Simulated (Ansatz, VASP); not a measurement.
This is a calculation of PbSe for Ansatz 0.2.0.

input.yaml

```yaml
crystal:
  lattice:
    - [0.0, 3.06065, 3.06065]
    - [3.06065, 0.0, 3.06065]
    - [3.06065, 3.06065, 0.0]
  atoms:
    - { symbol: Pb, position: [0.0, 0.0, 0.0] }
    - { symbol: Se, position: [0.5, 0.5, 0.5] }
hamiltonian:
  xc: b3lyp
  pseudopotentials: { kind: paw }
kpoints:
  mp_grid: { grid: [4, 4, 4] }
scf:
  occupations: { method: fermi_dirac, width: 0.05 }
output:
  forces: true
  stress: true
relax:
  f_tol: 0.01
  max_steps: 40
  cell: { stress_tol: 0.05 }
```

Potentials or basis: Ansatz PAW.

Command:

```bash
$ ansatz run input.yaml --threads 2 --pin off --max-ram 5632MiB --backend cpu --events-out ev --progress --plain --runs-dir out
```

Question: Translate it to VASP 6.6.1. Potentials there: VASP PAW PBE potentials, release 64 (Pb_d, Se).

Answer: As run (the cutoff follows the program's own potentials):

Contents of POSCAR:

```
PbSe
1.0
    0.0000000000      3.0606500000      3.0606500000
    3.0606500000      0.0000000000      3.0606500000
    3.0606500000      3.0606500000      0.0000000000
Pb Se
1 1
Direct
    0.0000000000      0.0000000000      0.0000000000
    0.5000000000      0.5000000000      0.5000000000
```

INCAR.step1

```
PREC = Accurate
ENCUT = 600
EDIFF = 1E-5
ISMEAR = -1
SIGMA = 0.05
LREAL = F
LASPH = T
NELM = 80
ALGO = Normal
LWAVE = T
LCHARG = F
GGA = PE
NBANDS = 17
```

File INCAR.step2:

```
PREC = Accurate
ENCUT = 600
EDIFF = 1E-7
ISMEAR = -1
SIGMA = 0.05
LREAL = F
LASPH = T
NELM = 80
ALGO = Normal
ISIF = 3
LWAVE = F
LCHARG = F
GGA = B3
LHFCALC = T
AEXX = 0.2
AGGAX = 0.72
AGGAC = 0.81
ALDAC = 0.19
PRECFOCK = Normal
IBRION = 2
NSW = 60
EDIFFG = -0.01
ISTART = 1
```

The input KPOINTS:

```
regular mesh
0
Gamma
  4 4 4
```

Potentials or basis: VASP PAW PBE potentials, release 64 (Pb_d, Se).

The run is started by

```bash
$ cat potpaw_PBE.64/Pb_d/POTCAR potpaw_PBE.64/Se/POTCAR > POTCAR
$ cp INCAR.step1 INCAR
$ mpirun -np 1 vasp_std > vasp.out
$ cp INCAR.step2 INCAR
$ mpirun -np 1 vasp_std > vasp.out
```

Both were run:

|  | VASP | Ansatz | Ansatz less VASP |
| --- | --- | --- | --- |
| gap on the k mesh at the Fermi level, each at its own relaxed structure (eV) | 1.51 | 1.47 | -0.040 |
| relaxed volume (Å³/atom) | 31.15 | 31.16 | +0.007 |
| relaxed cell length with the largest relative difference (Å) | 4.450 | 4.450 | +0.0003 |

VASP's potentials were made for PBE, not for B3LYP. VASP's potentials hold 20 valence electrons a cell and Ansatz's 30, so a difference there can come from the potentials and not from the codes.

The k mesh is coarse, so the values compare programs but aren't converged. Spin-orbit coupling is off throughout. Noted on Ansatz's run: the plane-wave basis is chosen anew once the cell has moved, so the energies of steps on either side of that aren't comparable.
